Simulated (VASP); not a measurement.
Wanted: the native input for a VASP 6.6.1 run.

| Quantity | Value |
| --- | --- |
| Task | single point |
| Functional | PBE |
| Potentials or basis | VASP PAW PBE potentials, release 64 (Sn_d, Te) |
| Cutoff | 520 eV |
| k mesh | 10 × 10 × 10 |
| Occupations | gaussian, width 0.03 eV |
| Spin | no spin polarisation |
| Dipole correction | no |
| Further INCAR settings | ALGO = Normal; EDIFF = 1e-06; NBANDS = 17 |

The structure of SnTe lies in POSCAR:

```
SnTe
1.0
    0.1640828798      3.2406368767      3.2406368767
    3.2406368767      0.1640828798      3.2406368767
    3.2406368767      3.2406368767      0.1640828798
Sn Te
1 1
Direct
    0.0000000000      0.0000000000      0.0000000000
    0.5000000000      0.5000000000      0.5000000000
```

This cell differs from its parent crystal: ratio of the length along [111] to the lengths across it x 1.08, volume and fractional coordinates fixed.

One way to write it, as run:

INCAR

```
PREC = Accurate
ENCUT = 520
EDIFF = 1E-6
ISMEAR = 0
SIGMA = 0.03
LREAL = F
LASPH = T
NELM = 80
ALGO = Normal
ISIF = 2
LWAVE = F
LCHARG = F
GGA = PE
NBANDS = 17
```

KPOINTS

```
regular mesh
0
Gamma
  10 10 10
```

Potentials or basis: VASP PAW PBE potentials, release 64 (Sn_d, Te).

Launch:

```sh
$ cat potpaw_PBE.64/Sn_d/POTCAR potpaw_PBE.64/Te/POTCAR > POTCAR
$ mpirun -np 1 vasp_std > vasp.out
```

It gave:

The pressure is 1.9 GPa and the band gap on the k mesh is zero (band 10 reaches 7.33 eV, above the bottom of band 11 at 6.84 eV).

Caveat: spin-orbit coupling is left out, which moves the levels of the heavy elements.

Run time: 110 s on 1 thread of Intel(R) Xeon(R) Platinum 8259CL CPU @ 2.50GHz (Skylake/Cascade Lake), on a shared host, peak memory 0.29 GiB.
